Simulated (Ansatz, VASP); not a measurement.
**CsBr in VASP and in Ansatz**

```
CELL_PARAMETERS angstrom
4.30314 0.00000 0.00000
0.00000 4.30314 0.00000
0.00000 0.00000 4.30230
ATOMIC_POSITIONS crystal
Cs 0.00000 0.00000 0.00000
Br 0.50000 0.50000 0.50000
```

Alike in both runs: task single point; functional PBE; dispersion D3(BJ); k mesh 6 × 6 × 6; occupations gaussian, width 0.02 eV; no spin polarisation.

|  | VASP | Ansatz |
| --- | --- | --- |
| version | VASP 6.6.1 | Ansatz 0.2.0 |
| potentials or method | VASP PAW PBE potentials, release 64 (Cs_sv, Br), cutoff 500 eV | scalar-relativistic, plane waves, PAW |
| valence electrons in the cell | 16 | 16 |

VASP gave:

* gap on the k mesh at the Fermi level (eV): 4.47
* least direct gap on the mesh (eV): 4.47
* pressure (GPa): 0.0

Q: Estimate Ansatz's values.

A: gap on the k mesh at the Fermi level (eV): 4.48; least direct gap on the mesh (eV): 4.48; pressure (GPa): 0.0.

Spin-orbit coupling is off throughout.
